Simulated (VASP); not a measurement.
Crystal: Si3C3N8.

```
C Si N
1.0
     7.04239    0.00000    0.00000
    -3.52120    6.09889    0.00000
     0.00000    0.00000    2.66829
C Si N
3 3 8
Direct
  0.23669 0.81092 0.50000
  0.18908 0.42577 0.50000
  0.57423 0.76331 0.50000
  0.39059 0.22557 0.00000
  0.83499 0.60941 0.00000
  0.77443 0.16501 0.00000
  0.33333 0.66667 0.50000
  0.66667 0.33333 0.00000
  0.00234 0.69833 0.50000
  0.31036 0.94840 0.00000
  0.63804 0.68964 0.00000
  0.30167 0.30401 0.50000
  0.05160 0.36196 0.00000
  0.69599 0.99766 0.50000
```

Base run:

```yaml
Program: VASP 6.6.1
Functional: r2SCAN
Potentials_or_basis: VASP PAW PBE potentials, release 64 (C, Si, N)
Cutoff: 520 eV
k_mesh: 6 × 6 × 8
Occupations: fermi-dirac, width 0.02 eV
Spin: no spin polarisation
```

Its results: band gap on the k mesh 2.67 eV (least direct gap 2.85 eV); pressure 0.3 GPa; largest force 0.100 eV/Å.

Task: The run is repeated on the same cell with these changes: functional from r2SCAN to PBE; k mesh from 6 × 6 × 8 to 6 × 6 × 10. What comes out?

Result: Band gap on the k mesh 2.30 eV (least direct gap 2.49 eV); pressure 5.7 GPa; largest force 0.263 eV/Å.

Several settings changed at once.

Caveats: the PAW data sets were made with another functional, which shifts forces and pressure a little (at least some runs); the cell stands under pressure (at least some runs).

A k mesh can miss the band edges.
